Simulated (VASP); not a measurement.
Write the native input for VASP 6.6.1 that does the following.

* Task: single point
* Functional: PBE
* Potentials or basis: VASP PAW PBE potentials, release 64 (Ti_sv, O)
* Cutoff: 520 eV
* k mesh: 8 × 8 × 10
* Occupations: gaussian, width 0.05 eV
* Spin: no spin polarisation
* Dipole correction: no
* Further INCAR settings: ALGO = Normal; EDIFF = 1e-06; NBANDS = 33

The structure of TiO2 lies in POSCAR:

```
TiO2
1.0
    4.7245569041      0.0000000000      0.0000000000
    0.0000000000      4.7245569041      0.0000000000
    0.0000000000      0.0000000000      3.0156659342
Ti O
2 4
Direct
    0.0000000000      0.0000000000      0.0000000000
    0.5000000000      0.5000000000      0.5000000000
    0.3050970583      0.3050970583      0.0000000000
    0.1949029417      0.8050970583      0.5000000000
    0.6949029417      0.6949029417      0.0000000000
    0.8050970583      0.1949029417      0.5000000000
```

The input as run:

INCAR

```
SYSTEM = TiO2
PREC = Accurate
ENCUT = 520
EDIFF = 1E-6
ISMEAR = 0
SIGMA = 0.05
LREAL = .FALSE.
LASPH = .TRUE.
NELM = 80
ALGO = Normal
ISIF = 2
LWAVE = .FALSE.
LCHARG = .TRUE.
GGA = PE
LELF = .TRUE.
LVHAR = .TRUE.
NBANDS = 33
```

KPOINTS

```
Automatic mesh
0
G
  8 8 10
  0 0 0
```

Potentials or basis: VASP PAW PBE potentials, release 64 (Ti_sv, O).

Launch:

```bash
$ cat potpaw_PBE.64/Ti_sv/POTCAR potpaw_PBE.64/O/POTCAR > POTCAR
$ mpirun -np 1 vasp_std > vasp.out
```

Results of the run:

* Pressure: -10.0 GPa
* Largest force: 0.229 eV/Å
* Band gap on the k mesh: 1.71 eV

Caveat: the cell stands under tension.

It took 6.1 min on 1 thread of Intel Xeon 8259CL, on a shared host, peak memory 0.28 GiB.
